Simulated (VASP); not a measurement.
A run of VASP 6.6.1:

The input INCAR:

```
SYSTEM = GaAs
PREC = Accurate
ENCUT = 520
EDIFF = 1E-6
ISMEAR = -1
SIGMA = 0.05
LREAL = .False.
LASPH = .True.
NELM = 150
ALGO = Normal
ISIF = 2
LWAVE = .False.
LCHARG = .False.
MAGMOM = 0 0 0 0 0 0
LORBIT = 11
LSORBIT = .True.
GGA_COMPAT = .False.
LORBMOM = .True.
GGA = PE
NBANDS = 30
```

KPOINTS

```
Automatic mesh
0
Gamma
  8 8 8
  0 0 0
```

Contents of POSCAR:

```
GaAs
1.0
    0.0000000000      2.8268500000      2.8268500000
    2.8268500000      0.0000000000      2.8268500000
    2.8268500000      2.8268500000      0.0000000000
As Ga
1 1
Direct
    0.7500000000      0.7500000000      0.7500000000
    0.0000000000      0.0000000000      0.0000000000
```

Potentials or basis: VASP PAW PBE potentials, release 64 (As, Ga_d).

Command:

```sh
$ cat potpaw_PBE.64/As/POTCAR potpaw_PBE.64/Ga_d/POTCAR > POTCAR
$ mpirun -np 1 vasp_ncl > vasp.out
```

Hardware: 1 thread of Intel Xeon 6975P-C, on a shared host.

Task: How long does it take, and how much memory?

Result: It took 2.4 min on 1 thread of Intel Xeon 6975P-C, on a shared host, peak memory 0.32 GiB. Counts: scf iterations 13, k points 43.
